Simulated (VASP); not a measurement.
Na3LiB5, 9 atoms in the cell. The structure is hexagonal, space group P-62m (No. 189). The conventional cell has a = 5.818 Å, b = 5.818 Å, c = 3.580 Å, α = 90.00°, β = 90.00°, γ = 120.00°. Na (site symmetry m2m) has 1 Li at 2.36 Å and 10 B at 2.51 to 2.75 Å and 4 Na at 3.06 Å within 3.1 Å. Li (site symmetry -62m) has 6 B at 2.25 Å and 3 Na at 2.36 Å within 3.0 Å. B (site symmetry m2m) has 2 Li at 2.25 Å and 4 B at 2.28 to 2.37 Å and 6 Na at 2.72 to 2.75 Å within 3.0 Å. B (site symmetry -6) has 3 B at 2.28 Å and 6 Na at 2.51 Å within 3.0 Å. 

| Item | Value |
| --- | --- |
| Program | VASP 6.6.1 |
| Task | single point |
| Functional | PBE |
| Potentials or basis | VASP PAW PBE potentials, release 64 (Na_pv, Li_sv, B) |
| Cutoff | 520 eV |
| k mesh | 3 × 3 × 6 |
| Occupations | gaussian, width 0.1 eV |
| Spin | no spin polarisation |
| Dipole correction | no |
| Further INCAR settings | ALGO = Normal; EDIFF = 1e-06; NBANDS = 30 |

Potentials or basis: VASP PAW PBE potentials, release 64 (Na_pv, Li_sv, B).

Run with:

```sh
$ cat potpaw_PBE.64/Na_pv/POTCAR potpaw_PBE.64/Li_sv/POTCAR potpaw_PBE.64/B/POTCAR > POTCAR
$ mpirun -np 1 vasp_std > vasp.out
```

Hardware: 1 thread of Oxide Virtual Turin-like Processor, on a shared host.

Q: How long does it take, and how much memory?

A: It took 66 s on 1 thread of Oxide Virtual Turin-like Processor, with other jobs on the host, peak memory 0.21 GiB. Counts: scf iterations 13, k points 12.
